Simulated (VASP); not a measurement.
# MgAl15HN16 (a cell with a defect) in VASP: notebook

Runs on MgAl15HN16 (a cell with a defect). Level: PBE. Tasks: single point.

Program: VASP 6.6.1. These are calculated values, not measurements. Logs are shortened: lines on timing, memory, paths and dates and some standing lists are left out, and cuts for length are marked.

### Step 1. The cell of the first run

The cell holds a defect, 33 atoms: a = 6.260 Å, b = 6.260 Å, c = 10.035 Å, α = 90.00°, β = 90.00°, γ = 120.00°.

### Step 2. Single point, PBE, collinear spin

Input file INCAR:

```
PREC = Accurate
ENCUT = 520
EDIFF = 1E-6
ISMEAR = 0
SIGMA = 0.01
LREAL = Auto
LASPH = T
NELM = 150
ALGO = Normal
ISIF = 2
LWAVE = F
LCHARG = F
ISPIN = 2
MAGMOM = 0 0 0 0 0 0 0 0 0 0 0 0 0 0 0 0.01 0.06 0 0 0.01 0.09 0.05 0 0 0.09 0.05 0 0 0 0.03 0 0 0.44
LORBIT = 11
NUPDOWN = 1.0
GGA = PE
NELECT = 129.0
NBANDS = 90
```

Input file KPOINTS:

```
Automatic mesh
0
Gamma
  1 1 1
  0.25 0.25 0.25
```

Input file POSCAR:

```
MgAl15HN16
1.0
    6.2595139102      0.0000000601      0.0000000000
   -3.1297570100      5.4208980298      0.0000000000
    0.0000000000      0.0000000000     10.0348065900
Al Mg N H
15 1 16 1
Direct
    0.3330485561      0.1654951204      0.2537354809
    0.3292750077      0.1692704651      0.7534213549
    0.1629624545      0.3355941379      1.0029681776
    0.3326206759      0.6742313622      0.2534061903
    0.1663987139      0.8377256534      0.5018571780
    0.3290096152      0.6669821917      0.7538622688
    0.1617597730      0.8353188741      1.0016905837
    0.8242774712      0.1659703086      0.2534126341
    0.6610318025      0.3321859601      0.5018255931
    0.8314457733      0.1693827460      0.7538359447
    0.6632055986      0.3368032364      1.0016813164
    0.8298771170      0.6687762049      0.2527251777
    0.6616467271      0.8368322528      0.5021137983
    0.8299168146      0.6685558068      0.7507012507
    0.6634805586      0.8350940415      1.0018557676
    0.1626808279      0.3359209498      0.5045876242
    0.3345917224      0.1640330737      0.4411251403
    0.1647023349      0.3338557940      0.1928938214
    0.3292916004      0.1692237894      0.9433256463
    0.1642982129      0.3341388165      0.7062531555
    0.3357571761      0.6834719525      0.4410317508
    0.1573341624      0.8304389189      0.1881029432
    0.3292712997      0.6720187620      0.9438233230
    0.1647472783      0.8341804516      0.6931788937
    0.8151401186      0.1627821582      0.4410018042
    0.6679600702      0.3411953466      0.1880858568
    0.8264815641      0.1691959994      0.9437857463
    0.6643602161      0.3335954800      0.6931472930
    0.8287892084      0.6698079042      0.4429540452
    0.6674818069      0.8311845716      0.1886301971
    0.8284099617      0.6700961454      0.9395097699
    0.6639874061      0.8341598377      0.6937209218
    0.4986473590     -0.0001383546      0.3331524574
```

Potentials or basis: VASP PAW PBE potentials, release 64 (Al, Mg, N, H).

On the command line:

```console
cat potpaw_PBE.64/Al/POTCAR potpaw_PBE.64/Mg/POTCAR potpaw_PBE.64/N/POTCAR potpaw_PBE.64/H/POTCAR > POTCAR
mpirun -np 1 vasp_std > vasp.out
```

OUTCAR:

```text
PREC = Accurate
   ENCUT = 520
   EDIFF = 1E-6
   ISMEAR = 0
   LREAL = Auto
   LASPH = T
   NELM = 150
   ISIF = 2
   ISPIN = 2
   LORBIT = 11
   NUPDOWN = 1.0
   GGA = PE
   NELECT = 129.0

 ion  position               nearest neighbor table
   1  0.333  0.165  0.254-  17 1.88  18 1.92  26 1.93  22 1.93  33 1.96   5 3.06   9 3.06   8 3.07
                             4 3.07   7 3.10  11 3.10   3 3.12  16 3.12  12 3.13  12 3.13   4 3.19
   2  0.329  0.169  0.753-  20 1.85  19 1.91  24 1.91  28 1.91  11 3.08   7 3.08  16 3.08   3 3.09
                             5 3.10   9 3.10   6 3.12  10 3.12  14 3.13  14 3.13  10 3.14   6 3.14
   3  0.163  0.336  0.003-  19 1.90  18 1.91  23 1.92  27 1.92   6 3.08  10 3.08   2 3.09   4 3.11
                             8 3.11   1 3.12  11 3.13   7 3.13  15 3.13  15 3.13   7 3.13  11 3.13
   4  0.333  0.674  0.253-  21 1.88  22 1.91  30 1.93  33 1.94  18 1.94  13 3.07   5 3.07   1 3.07
                             8 3.08  15 3.10   7 3.10   3 3.11  16 3.12  12 3.13  12 3.13   8 3.18
   5  0.166  0.838  0.502-  21 1.86  17 1.87  24 1.92  29 1.92   1 3.06   4 3.07  14 3.09  12 3.09
                             9 3.10   2 3.10  13 3.10   6 3.11  16 3.13  16 3.13  13 3.16   9 3.16
   6  0.329  0.667  0.754-  20 1.87  24 1.90  23 1.91  32 1.91   3 3.08  16 3.08  15 3.08   7 3.08
                            13 3.10   5 3.11  10 3.11   2 3.12  14 3.13  14 3.13   2 3.14  10 3.14
   7  0.162  0.835  0.002-  22 1.87  23 1.89  19 1.90  31 1.91   2 3.08   6 3.08  14 3.10  12 3.10
                             1 3.10   4 3.10  15 3.12  11 3.12   3 3.13   3 3.13  11 3.14  15 3.14
   8  0.824  0.166  0.253-  25 1.88  26 1.91  30 1.93  33 1.94  18 1.94   9 3.07  13 3.07   1 3.07
                             4 3.08  15 3.10  11 3.10   3 3.11  16 3.12  12 3.13  12 3.13   4 3.18
   9  0.661  0.332  0.502-  25 1.86  17 1.87  28 1.92  29 1.92   1 3.06   8 3.07  14 3.09  12 3.09
[... 16 lines left out ...]
  18  0.165  0.334  0.193-   3 1.91   1 1.92   4 1.94   8 1.94
  19  0.329  0.169  0.943-   3 1.90   7 1.90  11 1.90   2 1.91
  20  0.164  0.334  0.706-   2 1.85  10 1.87   6 1.87  16 2.02
  21  0.336  0.683  0.441-   5 1.86  13 1.87   4 1.88  16 1.99
  22  0.157  0.830  0.188-   7 1.87  12 1.89   4 1.91   1 1.93
[... 8 lines left out ...]
  31  0.828  0.670  0.940-  14 1.89  15 1.89  11 1.91   7 1.91
  32  0.664  0.834  0.694-  14 1.89   6 1.91  10 1.91  13 1.92
  33  0.499  1.000  0.333-   8 1.94   4 1.94   1 1.96

  LATTYP: Found a hexagonal cell.
 ALAT       =     6.2595139102
 C/A-ratio  =     1.6031287308

  Lattice vectors:

 A1 = (   6.2595139102,   0.0000000601,   0.0000000000)
 A2 = (  -3.1297570100,   5.4208980298,   0.0000000000)
 A3 = (   0.0000000000,   0.0000000000,  10.0348065900)

Analysis of symmetry for initial positions (statically):
=====================================================================
 Subroutine PRICEL returns:
 Original cell was already a primitive cell.

 Routine SETGRP: Setting up the symmetry group for a
 hexagonal supercell.

[... 224 lines left out ...]
 E-fermi :   5.8206     XC(G=0): -10.8994

 val. band max:        7.4236773939   @ k =  -0.2500  -0.2500   0.2500
 cond. band min:       8.6103599442   @ k =   0.5000   0.2500   0.2500
 fundamental gap:      1.1866825503
 Fermi energy:         7.4757457302

 spin component 1

 k-point     1 :       0.2500    0.2500    0.2500
  band No.  band energies     occupation
      1      -8.7804      1.00000
      2      -8.3299      1.00000
      3      -8.1916      1.00000
      4      -8.0714      1.00000
      5      -7.8173      1.00000
      6      -7.6557      1.00000
[... 463 lines left out ...]
     75      12.6544      0.00000
     76      12.9174      0.00000
 Fermi energy:         5.8206363787

 spin component 2

 k-point     1 :       0.2500    0.2500    0.2500
  band No.  band energies     occupation
      1      -8.7555      1.00000
      2      -8.2846      1.00000
      3      -8.1675      1.00000
      4      -8.0582      1.00000
      5      -7.7739      1.00000
      6      -7.6285      1.00000
[... 463 lines left out ...]
     75      12.6798      0.00000
     76      12.9479      0.00000
 [bands above 76 left out]

------------------------ aborting loop because EDIFF is reached ----------------------------------------

  FORCE on cell =-STRESS in cart. coord.  units (eV):
  Direction    XX          YY          ZZ          XY          YZ          ZX
  --------------------------------------------------------------------------------------
  -------------------------------------------------------------------------------------
  Total       14.2996163     12.2678014     24.0215872     -1.7377765     -0.0052871     -0.0112381
  in kB       67.2843576     57.7240062    113.0294012     -8.1768051     -0.0248777     -0.0528788
  external PRESSURE =      79.3459217 kB  Pullay stress =       0.0000000 kB

 VOLUME and BASIS-vectors are now :
 -----------------------------------------------------------------------------
  energy-cutoff  :      520.00
  volume of cell :      340.50
      direct lattice vectors                 reciprocal lattice vectors
     6.259513910  0.000000060  0.000000000     0.159756813  0.092235641  0.000000000
    -3.129757010  5.420898030  0.000000000    -0.000000002  0.184471279  0.000000000
     0.000000000  0.000000000 10.034806590     0.000000000  0.000000000  0.099653141

 POSITION                                       TOTAL-FORCE (eV/Angst)
 -----------------------------------------------------------------------------------
      1.56676      0.89713      2.54619         0.100795     -0.061483     -0.002625
      1.53133      0.91760      7.56044         0.132630     -0.078074      0.010733
     -0.03026      1.81922      0.02979        -0.118899      0.064956      0.003238
     -0.02814      3.65494      2.54288         0.101498     -0.069988      0.008267
     -1.58030      4.54123      5.03604        -0.115657      0.063715      0.004884
     -0.02805      3.61564      7.56486         0.108814     -0.073852     -0.002425
[... 25 lines left out ...]
      1.54552      4.52190      6.96136        -0.172302      0.115100     -0.065557
     -0.00803      5.42015      3.34312        -0.053585      0.030613      0.010900
 -----------------------------------------------------------------------------------
    total drift:                               -0.018817      0.013409      0.038445

  FREE ENERGIE OF THE ION-ELECTRON SYSTEM (eV)
  ---------------------------------------------------
  free  energy   TOTEN  =      -230.1380117884 eV

  energy  without entropy=     -230.1380117884  energy(sigma->0) =     -230.13801179

 total charge

# of ion       s       p       d       tot
------------------------------------------
    1        0.370   0.429   0.000   0.799
    2        0.379   0.441   0.000   0.820
    3        0.375   0.429   0.000   0.804
    4        0.370   0.430   0.000   0.799
    5        0.380   0.444   0.000   0.824
    6        0.378   0.441   0.000   0.819
[... 25 lines left out ...]
   32        1.230   2.615   0.000   3.845
   33        0.500   0.018   0.000   0.518
--------------------------------------------------
tot         26.080  48.715   0.086  74.881

 magnetization (x)

# of ion       s       p       d       tot
------------------------------------------
    1       -0.001   0.000   0.000  -0.001
    2       -0.000   0.000   0.000   0.000
    3       -0.000   0.000   0.000  -0.000
    4       -0.001  -0.000   0.000  -0.001
    5        0.001   0.002   0.000   0.002
    6       -0.000   0.000   0.000   0.000
[... 25 lines left out ...]
   32        0.000  -0.000   0.000  -0.000
   33        0.252   0.003   0.000   0.256
--------------------------------------------------
tot          0.270   0.331   0.003   0.603
```

Run time: 6.5 min. Hardware: 1 thread of Intel Xeon 6975P-C (Granite Rapids), shared host; peak memory 0.71 GiB.

Results:

| Item | Value |
| --- | --- |
| Free energy | -230.1380 eV |
| Largest force | 0.255 eV/Å |
| Net moment | 1.00 μB per cell |
| Site moments | Al -0.00, +0.00 (each value once); Mg +0.02; N +0.06, +0.00, +0.01, +0.07, +0.04, -0.00 (each value once); H +0.26 μB |
| Valence electrons inside the program's atomic spheres | Al 0.80, 0.82 (each value once); Mg 0.53; N 3.86, 3.82, 3.85, 3.84 (each value once); H 0.52 |

Forces in eV/Å, atoms in the order of the input:
```
Al   0.101 -0.061 -0.003
Al   0.133 -0.078  0.011
Al  -0.119  0.065  0.003
Al   0.101 -0.070  0.008
Al  -0.116  0.064  0.005
Al   0.109 -0.074 -0.002
Al  -0.119  0.060 -0.003
Al   0.114 -0.050  0.001
Al  -0.128  0.064  0.007
Al   0.124 -0.066 -0.001
Al  -0.106  0.069 -0.004
Al   0.118 -0.075  0.007
Al  -0.099  0.059  0.018
Al   0.127 -0.078  0.003
Al  -0.123  0.068  0.014
Mg  -0.114  0.066  0.005
N    0.222 -0.124 -0.003
N   -0.178  0.101 -0.005
N    0.183 -0.105  0.035
N   -0.199  0.114 -0.015
N    0.120 -0.117 -0.010
N   -0.140  0.108  0.041
N    0.190 -0.106 -0.028
N   -0.169  0.103  0.021
N    0.164 -0.050 -0.004
N   -0.152  0.074  0.045
N    0.185 -0.104 -0.022
N   -0.184  0.107  0.023
N    0.148 -0.086 -0.002
N   -0.131  0.071 -0.088
N    0.164 -0.094 -0.004
N   -0.172  0.115 -0.066
H   -0.054  0.031  0.011
```

Caveat: the k points lie up to 0.58 Å⁻¹ apart; the cell carries a net charge on a neutralising background, which shifts energy and pressure; the cell is charged against a uniform background, so pressure and absolute levels hang on convention; the total moment is fixed, so each spin has its own Fermi level and the state may be an excited one.

### Step 3. Single point, PBE, collinear spin

Input file INCAR:

```
SYSTEM = MgAl15HN16
  ALGO = Normal
  EDIFF = 1E-6
  ENCUT = 520
  GGA = PE
  ISIF = 2
  ISMEAR = 0
  ISPIN = 2
  LASPH = .TRUE.
  LCHARG = .TRUE.
  LELF = .TRUE.
  LORBIT = 11
  LREAL = Auto
  LVHAR = .TRUE.
  LWAVE = .FALSE.
  MAGMOM = 0 0 0 0 0 0 0 0 0 0 0 0 0 0 0 0.01 0.06 0 0 0.01 0.09 0.05 0 0 0.09 0.05 0 0 0 0.03 0 0 0.44
  NBANDS = 90
  NELECT = 129.0
  NELM = 150
  NUPDOWN = 1.0
  PREC = Accurate
  SIGMA = 0.01
```

KPOINTS is that of step 2.

POSCAR: that of step 2 with these lines changed.

```diff
@@ -2,5 +2,5 @@
 1.0
-    6.2595139102      0.0000000601      0.0000000000
-   -3.1297570100      5.4208980298      0.0000000000
-    0.0000000000      0.0000000000     10.0348065900
+    6.2595139128      0.0000000578      0.0000000000
+   -3.1297570064      5.4208980350      0.0000000000
+    0.0000000000      0.0000000000     10.0348065929
 Al Mg N H
```

Potentials or basis: VASP PAW PBE potentials, release 64 (Al, Mg, N, H).

On the command line:

```console
cat potpaw_PBE.64/Al/POTCAR potpaw_PBE.64/Mg/POTCAR potpaw_PBE.64/N/POTCAR potpaw_PBE.64/H/POTCAR > POTCAR
mpirun -np 1 vasp_std > vasp.out
```

It took 6.1 min on 1 thread of Intel Xeon 6975P-C (Granite Rapids), shared host; peak memory 0.71 GiB.

It converged, with:

```
Free energy                                           : -230.1380 eV
Largest force                                         : 0.255 eV/Å
Net moment                                            : 1.00 μB per cell
Site moments                                          : Al -0.00, +0.00 (each value once); Mg +0.02; N +0.06, +0.00, +0.01, +0.07, +0.04, -0.00 (each value once); H +0.26 μB
Valence electrons inside the program's atomic spheres : Al 0.80, 0.82 (each value once); Mg 0.53; N 3.86, 3.82, 3.85, 3.84 (each value once); H 0.52
```

Forces on the atoms (eV/Å):
```
Al   0.101 -0.061 -0.003
Al   0.133 -0.078  0.011
Al  -0.119  0.065  0.003
Al   0.101 -0.070  0.008
Al  -0.116  0.064  0.005
Al   0.109 -0.074 -0.002
Al  -0.119  0.060 -0.003
Al   0.114 -0.050  0.001
Al  -0.128  0.064  0.007
Al   0.124 -0.066 -0.001
Al  -0.106  0.069 -0.004
Al   0.118 -0.075  0.007
Al  -0.099  0.059  0.018
Al   0.127 -0.078  0.003
Al  -0.123  0.068  0.014
Mg  -0.114  0.066  0.005
N    0.222 -0.124 -0.003
N   -0.178  0.101 -0.005
N    0.183 -0.105  0.035
N   -0.199  0.114 -0.015
N    0.120 -0.117 -0.010
N   -0.140  0.108  0.041
N    0.190 -0.106 -0.028
N   -0.169  0.103  0.021
N    0.164 -0.050 -0.004
N   -0.152  0.074  0.045
N    0.185 -0.104 -0.022
N   -0.184  0.107  0.023
N    0.148 -0.086 -0.002
N   -0.131  0.071 -0.088
N    0.164 -0.094 -0.004
N   -0.172  0.115 -0.066
H   -0.054  0.031  0.011
```

Caveat: the k points lie up to 0.58 Å⁻¹ apart; the cell carries a net charge on a neutralising background, which shifts energy and pressure; the cell is charged against a uniform background, so pressure and absolute levels hang on convention; the total moment is fixed, so each spin has its own Fermi level and the state may be an excited one.
